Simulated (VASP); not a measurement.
# MnS (P6_3mc) in VASP: single point with PBE+U

Aim: the single point of MnS with PBE+U.

All numbers are computed with VASP 6.6.1; they aren't measurements. Logs are shortened: lines on timing, memory, paths and dates and some standing lists are left out, and cuts for length are marked.

## (1) The cell of the first run

It takes space group P6_3mc (No. 186, hexagonal). Conventional cell: a = 3.976 Å, b = 3.976 Å, c = 6.432 Å, α = 90.00°, β = 90.00°, γ = 120.00°. Mn (site symmetry 3m) has 4 S at 2.41 to 2.48 Å within 3.2 Å. Within 3.2 Å of S (site symmetry 3m) lie 4 Mn at 2.41 to 2.48 Å.

## (2) Single point, PBE+U

The input, INCAR:

```
PREC = Accurate
ENCUT = 520
EDIFF = 1E-6
ISMEAR = 0
SIGMA = 0.05
LREAL = False
LASPH = True
NELM = 150
ALGO = Normal
ISIF = 2
LWAVE = False
LCHARG = False
LMAXMIX = 4
LDAU = True
LDAUTYPE = 2
LDAUL = 2 -1
LDAUU = 5 0
LDAUJ = 0 0
LDAUPRINT = 1
GGA = PE
NBANDS = 27
```

The input, KPOINTS:

```
Automatic mesh
0
Gamma
  6 6 3
```

The input, POSCAR:

```
MnS
1.0
    3.9760016100      0.0000000000      0.0000000000
   -1.9880008000      3.4433184000      0.0000000000
    0.0000000000      0.0000000000      6.4320005000
Mn S
2 2
Direct
    0.3333333333      0.6666666667      0.0000000000
    0.6666666667      0.3333333333      0.5000000000
    0.3333333333      0.6666666667      0.3850000000
    0.6666666667      0.3333333333      0.8850000000
```

Potentials or basis: VASP PAW PBE potentials, release 64 (Mn_pv, S).

Launch:

```console
cat potpaw_PBE.64/Mn_pv/POTCAR potpaw_PBE.64/S/POTCAR > POTCAR
mpirun -np 1 vasp_std > vasp.out
```

OUTCAR:

```text
PREC = Accurate
   ENCUT = 520
   EDIFF = 1E-6
   ISMEAR = 0
   LREAL = False
   LASPH = True
   NELM = 150
   ISIF = 2
   GGA = PE

 ion  position               nearest neighbor table
   1  0.333  0.667  0.000-   4 2.41   4 2.41   4 2.41   3 2.48
   2  0.667  0.333  0.500-   3 2.41   3 2.41   3 2.41   4 2.48
   3  0.333  0.667  0.385-   2 2.41   2 2.41   2 2.41   1 2.48
   4  0.667  0.333  0.885-   1 2.41   1 2.41   1 2.41   2 2.48

  LATTYP: Found a hexagonal cell.
 ALAT       =     3.9760016100
 C/A-ratio  =     1.6177057081

  Lattice vectors:

 A1 = (   3.9760016100,   0.0000000000,   0.0000000000)
 A2 = (  -1.9880008000,   3.4433184000,   0.0000000000)
 A3 = (   0.0000000000,   0.0000000000,   6.4320005000)

Analysis of symmetry for initial positions (statically):
=====================================================================
 Subroutine PRICEL returns:
 Original cell was already a primitive cell.

 Routine SETGRP: Setting up the symmetry group for a
 hexagonal supercell.

 Subroutine GETGRP returns: Found 12 space group operations
 (whereof  6 operations were pure point group operations)
 out of a pool of 24 trial point group operations.

The static configuration has the point symmetry C_3v.
 The point group associated with its full space group is C_6v.

Analysis of symmetry for dynamics (positions and initial velocities):
=====================================================================
 Subroutine PRICEL returns:
 Original cell was already a primitive cell.

 Routine SETGRP: Setting up the symmetry group for a
 hexagonal supercell.

 Subroutine GETGRP returns: Found 12 space group operations
 (whereof  6 operations were pure point group operations)
 out of a pool of 24 trial point group operations.

The dynamic configuration has the point symmetry C_3v.
 The point group associated with its full space group is C_6v.

 Subroutine INISYM returns: Found 12 space group operations
 (whereof  6 operations are pure point group operations),
 and found     1 'primitive' translations

[... 173 lines left out ...]
  0.0000  0.2423  0.0000  0.0000  0.4377

spin component  2

  0.4377 -0.0000 -0.0000  0.2423  0.0000
 -0.0000  0.7763  0.0000  0.0000  0.2423
 -0.0000  0.0000  0.1017 -0.0000  0.0000
  0.2423  0.0000 -0.0000  0.7763  0.0000
  0.0000  0.2423  0.0000  0.0000  0.4377

 occupancies and eigenvectors

  o =  0.1017  v = -0.0000 -0.0000 -1.0000  0.0000  0.0000  0.0000  0.0000  0.0000  0.0000  0.0000      0.0000  0.0000  0.0000  0.0000  0.0000  0.0000  0.0000  0.0000  0.0000  0.0000
  o =  0.1017  v =  0.0000  0.0000  0.0000  0.0000  0.0000 -0.0000 -0.0000 -1.0000  0.0000  0.0000      0.0000  0.0000  0.0000  0.0000  0.0000  0.0000  0.0000  0.0000  0.0000  0.0000
  o =  0.3114  v =  0.6426  0.3185 -0.0000 -0.3350 -0.6110  0.0000  0.0000  0.0000  0.0000  0.0000      0.0000  0.0000  0.0000  0.0000  0.0000  0.0000  0.0000  0.0000  0.0000  0.0000
  o =  0.3114  v =  0.0000  0.0000  0.0000  0.0000  0.0000  0.6426  0.3185 -0.0000 -0.3350 -0.6110      0.0000  0.0000  0.0000  0.0000  0.0000  0.0000  0.0000  0.0000  0.0000  0.0000
  o =  0.3114  v = -0.6110  0.3350  0.0000  0.3185 -0.6426  0.0000  0.0000  0.0000  0.0000  0.0000      0.0000  0.0000  0.0000  0.0000  0.0000  0.0000  0.0000  0.0000  0.0000  0.0000
  o =  0.3114  v =  0.0000  0.0000  0.0000  0.0000  0.0000 -0.6110  0.3350  0.0000  0.3185 -0.6426      0.0000  0.0000  0.0000  0.0000  0.0000  0.0000  0.0000  0.0000  0.0000  0.0000
  o =  0.9026  v =  0.0000  0.0000  0.0000  0.0000  0.0000 -0.3350  0.6110  0.0000 -0.6426  0.3185      0.0000  0.0000  0.0000  0.0000  0.0000  0.0000  0.0000  0.0000  0.0000  0.0000
  o =  0.9026  v = -0.3350  0.6110  0.0000 -0.6426  0.3185  0.0000  0.0000  0.0000  0.0000  0.0000      0.0000  0.0000  0.0000  0.0000  0.0000  0.0000  0.0000  0.0000  0.0000  0.0000
  o =  0.9026  v =  0.3185  0.6426 -0.0000  0.6110  0.3350  0.0000  0.0000  0.0000  0.0000  0.0000      0.0000  0.0000  0.0000  0.0000  0.0000  0.0000  0.0000  0.0000  0.0000  0.0000
  o =  0.9026  v =  0.0000  0.0000  0.0000  0.0000  0.0000  0.3185  0.6426 -0.0000  0.6110  0.3350      0.0000  0.0000  0.0000  0.0000  0.0000  0.0000  0.0000  0.0000  0.0000  0.0000

 number of electron      37.9999988 magnetization

 Free energy of the ion-electron system (eV)
  ---------------------------------------------------
  ext. energy  EPLUGINS =         0.00000000
  ---------------------------------------------------
  free energy    TOTEN  =       -16.10344397 eV

  energy without entropy =      -16.10244898  energy(sigma->0) =      -16.10294647

 E-fermi :   4.2370     XC(G=0):  -9.3468

 val. band max:        4.1842251907   @ k =   0.5000   0.0000   0.0000
 cond. band min:       4.3058018602   @ k =   0.3333   0.0000   0.3333
 fundamental gap:      0.1215766695
 Fermi energy:         4.2370467395

 k-point     1 :       0.0000    0.0000    0.0000
  band No.  band energies     occupation
      1     -44.0689      2.00000
      2     -44.0689      2.00000
      3     -44.0683      2.00000
      4     -44.0683      2.00000
      5     -44.0255      2.00000
      6     -44.0216      2.00000
[... 409 lines left out ...]
     26       9.5905      0.00000
     27       9.5905      0.00000

------------------------ aborting loop because EDIFF is reached ----------------------------------------

  FORCE on cell =-STRESS in cart. coord.  units (eV):
  Direction    XX          YY          ZZ          XY          YZ          ZX
  --------------------------------------------------------------------------------------
  -------------------------------------------------------------------------------------
  Total       -7.1295912     -7.1295912     -4.7889214     -0.0000000      0.0000000      0.0000000
  in kB     -129.7195418   -129.7195418    -87.1321617     -0.0000002      0.0000000      0.0000000
  external PRESSURE =    -115.5237484 kB  Pullay stress =       0.0000000 kB

 VOLUME and BASIS-vectors are now :
 -----------------------------------------------------------------------------
  energy-cutoff  :      520.00
  volume of cell :       88.06
      direct lattice vectors                 reciprocal lattice vectors
     3.976001610  0.000000000  0.000000000     0.251508952  0.145208761  0.000000000
    -1.988000800  3.443318400  0.000000000     0.000000000  0.290417523  0.000000000
     0.000000000  0.000000000  6.432000500     0.000000000  0.000000000  0.155472625

 POSITION                                       TOTAL-FORCE (eV/Angst)
 -----------------------------------------------------------------------------------
      0.00000      2.29555      0.00000         0.000000      0.000000     -0.301073
      1.98800      1.14777      3.21600        -0.000000      0.000000     -0.301073
      0.00000      2.29555      2.47632         0.000000     -0.000000      0.301073
      1.98800      1.14777      5.69232        -0.000000      0.000000      0.301073
 -----------------------------------------------------------------------------------
    total drift:                               -0.000000     -0.000000      0.000139

  FREE ENERGIE OF THE ION-ELECTRON SYSTEM (eV)
  ---------------------------------------------------
  free  energy   TOTEN  =       -16.1034439702 eV

  energy  without entropy=      -16.1024489772  energy(sigma->0) =      -16.10294647
```

OSZICAR:

```text
N       E                     dE             d eps       ncg     rms          rms(c)
DAV:   1     0.363347508192E+03    0.36335E+03   -0.21311E+04   828   0.146E+03
DAV:   2     0.142299272396E+02   -0.34912E+03   -0.33796E+03   770   0.388E+02
DAV:   3    -0.144174599879E+02   -0.28647E+02   -0.27873E+02   891   0.111E+02
[... 12 lines left out ...]
DAV:  16    -0.161033880354E+02   -0.49202E-03   -0.20160E-03   919   0.281E-01    0.392E-02
DAV:  17    -0.161034363876E+02   -0.48352E-04   -0.32044E-04   886   0.103E-01    0.301E-02
DAV:  18    -0.161034370344E+02   -0.64675E-06   -0.16337E-05   767   0.242E-02    0.278E-02
DAV:  19    -0.161034438810E+02   -0.68466E-05   -0.15934E-05   814   0.297E-02    0.392E-03
DAV:  20    -0.161034439702E+02   -0.89211E-07   -0.17447E-06   414   0.953E-03
   1 F= -.16103444E+02 E0= -.16102946E+02  d E =-.994993E-03
```

It took 19 s on 1 thread of AMD EPYC 9R45 (Zen 5), shared host; peak memory 0.17 GiB.

Results:

```
Free energy            : -16.1034 eV
Pressure               : -11.6 GPa
Largest force          : 0.301 eV/Å
Band gap on the k mesh : zero (band 19 reaches 5.71 eV, above the bottom of band 20 at 3.90 eV)
```

Forces on the atoms (eV/Å):
```
Mn   0.000  0.000 -0.301
Mn   0.000  0.000 -0.301
S    0.000  0.000  0.301
S    0.000  0.000  0.301
```

Eigenvalues of the final occupation matrices:
| site | spin | trace | eigenvalues |
| --- | --- | --- | --- |
| site 1 d | 1 | 2.53 | 0.10 0.31 0.31 0.90 0.90 |
| site 1 d | 2 | 2.53 | 0.10 0.31 0.31 0.90 0.90 |
| site 2 d | 1 | 2.53 | 0.10 0.31 0.31 0.90 0.90 |
| site 2 d | 2 | 2.53 | 0.10 0.31 0.31 0.90 0.90 |

Caveat: the run has no spin polarisation, though such a crystal can be magnetic; U without spin polarisation on a metal has little footing.
